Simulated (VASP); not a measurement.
# BN (Fmm2) in VASP: a series of runs

BN is run at these levels: r2SCAN; tasks: single point.

Program: VASP 6.6.1. These are calculated values, not measurements. Logs are shortened: lines on timing, memory, paths and dates and some standing lists are left out, and cuts for length are marked.

**1. The cell of the first run**

It takes space group Fmm2 (No. 42, orthorhombic). Conventional cell: a = 2.503 Å, b = 6.991 Å, c = 4.332 Å, α = 90.00°, β = 90.00°, γ = 90.00°. N (site symmetry mm2) has 3 B at 1.44 Å within 1.9 Å. Within 1.9 Å of B (site symmetry mm2) lie 3 N at 1.44 Å.

**2. Single point, r2SCAN**

Input file POSCAR:

```
BN
1.0
    0.0000000000      3.4953158300      2.1660912400
    1.2516321000      0.0000000000      2.1660912400
    1.2516321000      3.4953158300      0.0000000000
N B
1 1
Direct
    0.6666513400      0.6666513400      0.3333486600
    0.0000486500      0.0000486500      0.9999513500
```

Input file INCAR.step1:

```
SYSTEM = BN
ALGO     = Normal         ! electronic algorithm
EDIFF    = 1E-4           ! SCF threshold, eV
ENCUT    = 520            ! plane-wave cutoff, eV
GGA      = PE             ! functional
ISMEAR   = -1             ! smearing method
LASPH    = .TRUE.         ! aspherical terms in the spheres
LCHARG   = .FALSE.        ! write CHGCAR
LREAL    = .FALSE.        ! projectors in reciprocal space
LWAVE    = .TRUE.         ! write WAVECAR
NBANDS   = 11             ! bands
NELM     = 80             ! most SCF steps
PREC     = Accurate       ! precision mode
SIGMA    = 0.05           ! smearing width, eV
```

Input file INCAR.step2:

```
SYSTEM = BN
ALGO     = Normal         ! electronic algorithm
EDIFF    = 1E-6           ! SCF threshold, eV
ENCUT    = 520            ! plane-wave cutoff, eV
ISIF     = 2              ! what is computed and relaxed
ISMEAR   = -1             ! smearing method
ISTART   = 1            
LASPH    = .TRUE.         ! aspherical terms in the spheres
LCHARG   = .FALSE.        ! write CHGCAR
LMIXTAU  = .TRUE.       
LREAL    = .FALSE.        ! projectors in reciprocal space
LWAVE    = .FALSE.        ! write WAVECAR
METAGGA  = R2SCAN         ! meta-GGA
NBANDS   = 11             ! bands
NELM     = 80             ! most SCF steps
PREC     = Accurate       ! precision mode
SIGMA    = 0.05           ! smearing width, eV
```

Input file KPOINTS:

```
k-points
0
G
  13 13 13
  0 0 0
```

Potentials or basis: VASP PAW PBE potentials, release 64 (N, B).

Run with:

```console
$ cat potpaw_PBE.64/N/POTCAR potpaw_PBE.64/B/POTCAR > POTCAR
$ cp INCAR.step1 INCAR
$ mpirun -np 1 vasp_std > vasp.out
$ cp INCAR.step2 INCAR
$ mpirun -np 1 vasp_std > vasp.out
```

OUTCAR:

```text
SYSTEM = BN
   EDIFF = 1E-6
   ENCUT = 520
   ISIF = 2
   ISMEAR = -1
   ISTART = 1
   LASPH = .TRUE.
   LREAL = .FALSE.
   METAGGA = R2SCAN
   NELM = 80
   PREC = Accurate

 ion  position               nearest neighbor table
   1  0.667  0.667  0.333-   2 1.44   2 1.44   2 1.44
   2  0.000  0.000  1.000-   1 1.44   1 1.44   1 1.44

  LATTYP: Found a face centered orthorhombic cell.
 ALAT       =     2.5032642000
 B/A-ratio  =     1.7306133647
 C/A-ratio  =     2.7926064137

  Lattice vectors:

 A1 = (   0.0000000000,   3.4953158300,   2.1660912400)
 A2 = (  -1.2516321000,   3.4953158300,   0.0000000000)
 A3 = (  -1.2516321000,   0.0000000000,   2.1660912400)

Analysis of symmetry for initial positions (statically):
=====================================================================
 Subroutine PRICEL returns:
 Original cell was already a primitive cell.

 Routine SETGRP: Setting up the symmetry group for a
 face centered orthorhombic supercell.

 Subroutine GETGRP returns: Found  4 space group operations
 (whereof  4 operations were pure point group operations)
 out of a pool of  8 trial point group operations.

The static configuration has the point symmetry C_2v.

Analysis of symmetry for dynamics (positions and initial velocities):
=====================================================================
 Subroutine PRICEL returns:
 Original cell was already a primitive cell.

 Routine SETGRP: Setting up the symmetry group for a
 face centered orthorhombic supercell.

 Subroutine GETGRP returns: Found  4 space group operations
 (whereof  4 operations were pure point group operations)
 out of a pool of  8 trial point group operations.

The dynamic configuration has the point symmetry C_2v.

 Subroutine INISYM returns: Found  4 space group operations
 (whereof  4 operations are pure point group operations),
 and found     1 'primitive' translations

----------------------------------------------------------------------------------------

                                     Primitive cell

  volume of cell :      18.9526

  direct lattice vectors                    reciprocal lattice vectors
     0.000000000  3.495315830  2.166091240    -0.399478409  0.143048590  0.230830535
     1.251632100  0.000000000  2.166091240     0.399478409 -0.143048590  0.230830535
     1.251632100  3.495315830  0.000000000     0.399478409  0.143048590 -0.230830535

  length of vectors
     4.112077822  2.501706252  3.712656147     0.483041027  0.483041027  0.483041027

  position of ions in fractional coordinates (direct lattice)
     0.666651340  0.666651340  0.333348660
     0.000048650  0.000048650  0.999951350

  ion indices of the primitive-cell ions
[... 86 lines left out ...]
   NELECT =       8.0000    total number of electrons
   NUPDOWN=      -1.0000    fix difference up-down
   EMIN   =  10.00;   EMAX   =-10.00  energy-range for DOS
   EFERMI =   0.00;   METHOD = LEGACY
   ISMEAR =    -1;   SIGMA  =   0.05  broadening in eV -4-tet -1-fermi 0-gaus
   EFERMI_NEDOS =   21; number of points for ismear=-14 and -15
   IALGO  =     38    algorithm
   IMIX   =      4    mixing-type and parameters
     AMIX     =   0.40;   BMIX     =  1.00
     AMIX_MAG =   1.60;   BMIX_MAG =  1.00
  volume/ion in A,a.u.               =       9.48        63.95
  Fermi-wavevector in a.u.,A,eV,Ry     =   1.228047  2.320672 20.518928  1.508099
  Thomas-Fermi vector in A             =   2.362987
   LORBIT       =      0    0 simple, 1 ext, 2 COOP (PROOUT), +10 PAW based schemes
   METAGGA = R2SCAN    functional components
   LHFCALC =     F    Hartree Fock is set to
   AEXX    =    0.0000 exact exchange contribution
   IVDW    =     0    specifies the selected vdW correction
   LEPSILON=     F    determine dielectric tensor
   LRPA    =     F    only Hartree local field effects (RPA)
 non-spin polarized calculation
  energy-cutoff  :      520.00
  volume of cell :       18.95
 maximum number of plane-waves:       527
   NGX = 15   NGY =  9   NGZ = 13

 number of electron       8.0000000 magnetization

 Free energy of the ion-electron system (eV)
  ---------------------------------------------------
  ext. energy  EPLUGINS =         0.00000000
  ---------------------------------------------------
  free energy    TOTEN  =       -19.29546521 eV

  energy without entropy =      -19.29546521  energy(sigma->0) =      -19.29546521

 E-fermi :   2.7680     XC(G=0): -10.3955

 val. band max:        1.7257162482   @ k =   0.4615  -0.3846   0.1538
 cond. band min:       6.1398427284   @ k =   0.0000   0.4615   0.4615
 fundamental gap:      4.4141264802
 Fermi energy:         2.7679852181

 k-point     1 :       0.0000    0.0000    0.0000
  band No.  band energies     occupation
      1     -17.1476      2.00000
      2      -2.8715      2.00000
      3       0.2745      2.00000
      4       0.2822      2.00000
      5       6.9056      0.00000
      6      13.9817      0.00000
      7      14.0461      0.00000
      8      15.9689      0.00000
      9      17.0680      0.00000
     10      28.8414      0.00000
     11      29.9325      0.00000
[... 309 lines left out ...]
 k-point    24 :       0.4615    0.1538   -0.0000
  band No.  band energies     occupation
      1     -14.2885      2.00000
      2      -6.3649      2.00000
      3      -3.5642      2.00000
      4       0.3797      2.00000
      5       8.2905      0.00000
      6      12.5893      0.00000
      7      15.2115      0.00000
      8      18.3242      0.00000
      9      20.2117      0.00000
     10      24.2723      0.00000
     11      25.6537      0.00000

 [... further k-points ...]

------------------------ aborting loop because EDIFF is reached ----------------------------------------

  FORCE on cell =-STRESS in cart. coord.  units (eV):
  Direction    XX          YY          ZZ          XY          YZ          ZX
  --------------------------------------------------------------------------------------
  -------------------------------------------------------------------------------------
  Total       -0.0006007     -0.0420035     -0.0023355      0.0000000      0.0000000      0.0000000
  in kB       -0.0507816     -3.5508016     -0.1974315      0.0000000      0.0000000      0.0000000
  external PRESSURE =      -1.2663382 kB  Pullay stress =       0.0000000 kB

 VOLUME and BASIS-vectors are now :
 -----------------------------------------------------------------------------
  energy-cutoff  :      520.00
  volume of cell :       18.95
      direct lattice vectors                 reciprocal lattice vectors
     0.000000000  3.495315830  2.166091240    -0.399478409  0.143048590  0.230830535
     1.251632100  0.000000000  2.166091240     0.399478409 -0.143048590  0.230830535
     1.251632100  3.495315830  0.000000000     0.399478409  0.143048590 -0.230830535

 POSITION                                       TOTAL-FORCE (eV/Angst)
 -----------------------------------------------------------------------------------
      1.25163      3.49532      2.88806         0.000000      0.000000     -0.008554
      1.25163      3.49532      0.00021         0.000000      0.000000      0.008554
 -----------------------------------------------------------------------------------
    total drift:                                0.000000     -0.000019     -0.000093

  FREE ENERGIE OF THE ION-ELECTRON SYSTEM (eV)
  ---------------------------------------------------
  free  energy   TOTEN  =       -19.2954652115 eV

  energy  without entropy=      -19.2954652115  energy(sigma->0) =      -19.29546521
```

It took 3.5 min on 1 thread of Intel Xeon Platinum 8375C at 2.90GHz (Ice Lake), shared host; peak memory 0.2 GiB.

What came out:

```yaml
Free_energy: -19.2955 eV
Pressure: -0.1 GPa
Largest_force: 0.009 eV/Å
Band_gap_on_the_k_mesh: 4.41 eV (least direct gap 5.35 eV)
```

Forces on the atoms (eV/Å):
```
N    0.000  0.000 -0.009
B    0.000  0.000  0.009
```

Stress tensor (GPa, compression positive):
```
-0.01  0.00  0.00
 0.00 -0.36  0.00
 0.00  0.00 -0.02
```

Caveat: the PAW data sets were made with another functional, which shifts forces and pressure a little.

**3. Single point, r2SCAN**

This run uses another cell than the first one, of 9.67 Å³/atom.

Input file POSCAR:

```
BN
1.0
    0.0000000000      3.5184642916      2.1804366332
    1.2599212959      0.0000000000      2.1804366332
    1.2599212959      3.5184642916      0.0000000000
N B
1 1
Direct
    0.6666513400      0.6666513400      0.3333486600
    0.0000486500      0.0000486500      0.9999513500
```

Input file INCAR.step1:

```
SYSTEM = BN
PREC = Accurate
ENCUT = 520
ISMEAR = -1
SIGMA = 0.05
LREAL = .FALSE.
LASPH = .TRUE.
NELM = 60
NBANDS = 11
GGA = PE
ALGO = Normal
EDIFF = 1E-4
LWAVE = .TRUE.
LCHARG = .FALSE.
```

Input file INCAR.step2:

```
SYSTEM = BN
PREC = Accurate
ENCUT = 520
EDIFF = 1E-6
ISMEAR = -1
SIGMA = 0.05
LREAL = .FALSE.
LASPH = .TRUE.
NELM = 60
ALGO = Normal
ISIF = 2
LWAVE = .FALSE.
LCHARG = .TRUE.
METAGGA = R2SCAN
LMIXTAU = .TRUE.
LELF = .TRUE.
LVHAR = .TRUE.
NBANDS = 11
ISTART = 1
```

Input file KPOINTS:

```
Automatic mesh
0
G
  13 13 13
  0 0 0
```

Potentials or basis: VASP PAW PBE potentials, release 64 (N, B).

Run with:

```console
$ cat potpaw_PBE.64/N/POTCAR potpaw_PBE.64/B/POTCAR > POTCAR
$ cp INCAR.step1 INCAR
$ mpirun -np 1 vasp_std > vasp.out
$ cp INCAR.step2 INCAR
$ mpirun -np 1 vasp_std > vasp.out
```

OUTCAR:

```text
SYSTEM = BN
   PREC = Accurate
   ENCUT = 520
   EDIFF = 1E-6
   ISMEAR = -1
   LREAL = .FALSE.
   LASPH = .TRUE.
   NELM = 60
   ISIF = 2
   METAGGA = R2SCAN
   ISTART = 1

 ion  position               nearest neighbor table
   1  0.667  0.667  0.333-   2 1.45   2 1.45   2 1.45
   2  0.000  0.000  1.000-   1 1.45   1 1.45   1 1.45

  LATTYP: Found a face centered orthorhombic cell.
 ALAT       =     2.5198425918
 B/A-ratio  =     1.7306133647
 C/A-ratio  =     2.7926064136

  Lattice vectors:

 A1 = (   0.0000000000,   3.5184642916,   2.1804366332)
 A2 = (  -1.2599212959,   3.5184642916,   0.0000000000)
 A3 = (  -1.2599212959,   0.0000000000,   2.1804366332)

Analysis of symmetry for initial positions (statically):
=====================================================================
 Subroutine PRICEL returns:
 Original cell was already a primitive cell.

 Routine SETGRP: Setting up the symmetry group for a
 face centered orthorhombic supercell.

 Subroutine GETGRP returns: Found  4 space group operations
 (whereof  4 operations were pure point group operations)
[... 173 lines left out ...]
      2      -2.9230      2.00000
      3       0.1223      2.00000
      4       0.1297      2.00000
      5       6.7431      0.00000
      6      13.6846      0.00000
      7      13.7471      0.00000
      8      15.5817      0.00000
      9      16.5472      0.00000
     10      28.3629      0.00000
     11      29.4582      0.00000
[... 309 lines left out ...]
 k-point    24 :       0.4615    0.1538   -0.0000
  band No.  band energies     occupation
      1     -14.3465      2.00000
      2      -6.4337      2.00000
      3      -3.6571      2.00000
      4       0.2741      2.00000
      5       8.0865      0.00000
      6      12.3332      0.00000
      7      14.8862      0.00000
      8      18.0332      0.00000
      9      19.7866      0.00000
     10      23.8039      0.00000
     11      25.2461      0.00000

 [... further k-points ...]

------------------------ aborting loop because EDIFF is reached ----------------------------------------

  FORCE on cell =-STRESS in cart. coord.  units (eV):
  Direction    XX          YY          ZZ          XY          YZ          ZX
  --------------------------------------------------------------------------------------
  -------------------------------------------------------------------------------------
  Total       -0.8118701     -0.0541345     -0.8126545      0.0000000      0.0000000      0.0000000
  in kB      -67.2863702     -4.4865721    -67.3513838      0.0000000      0.0000000      0.0000000
  external PRESSURE =     -46.3747754 kB  Pullay stress =       0.0000000 kB

 VOLUME and BASIS-vectors are now :
 -----------------------------------------------------------------------------
  energy-cutoff  :      520.00
  volume of cell :       19.33
      direct lattice vectors                 reciprocal lattice vectors
     0.000000000  3.518464292  2.180436633    -0.396850186  0.142107453  0.229311869
     1.259921296  0.000000000  2.180436633     0.396850186 -0.142107453  0.229311869
     1.259921296  3.518464292  0.000000000     0.396850186  0.142107453 -0.229311869

 POSITION                                       TOTAL-FORCE (eV/Angst)
 -----------------------------------------------------------------------------------
      1.25992      3.51846      2.90718         0.000000      0.000000     -0.007694
      1.25992      3.51846      0.00021         0.000000      0.000000      0.007694
 -----------------------------------------------------------------------------------
    total drift:                               -0.000002     -0.000013     -0.000095

  FREE ENERGIE OF THE ION-ELECTRON SYSTEM (eV)
  ---------------------------------------------------
  free  energy   TOTEN  =       -19.2902602395 eV

  energy  without entropy=      -19.2902602394  energy(sigma->0) =      -19.29026024
```

Wall time 3.6 min (1 thread of Intel Xeon Platinum 8375C at 2.90GHz (Ice Lake), shared host); peak memory 0.2 GiB.

What came out:

| Property | Result |
| --- | --- |
| Free energy | -19.2903 eV |
| Pressure | -4.6 GPa |
| Largest force | 0.008 eV/Å |
| Band gap on the k mesh | 4.40 eV (least direct gap 5.30 eV) |

Forces on the atoms (eV/Å):
```
N    0.000  0.000 -0.008
B    0.000  0.000  0.008
```

Caveat: the stress differs along the axes, from -7 to -0 GPa; the PAW data sets were made with another functional, which shifts forces and pressure a little. A k mesh can miss the band edges.
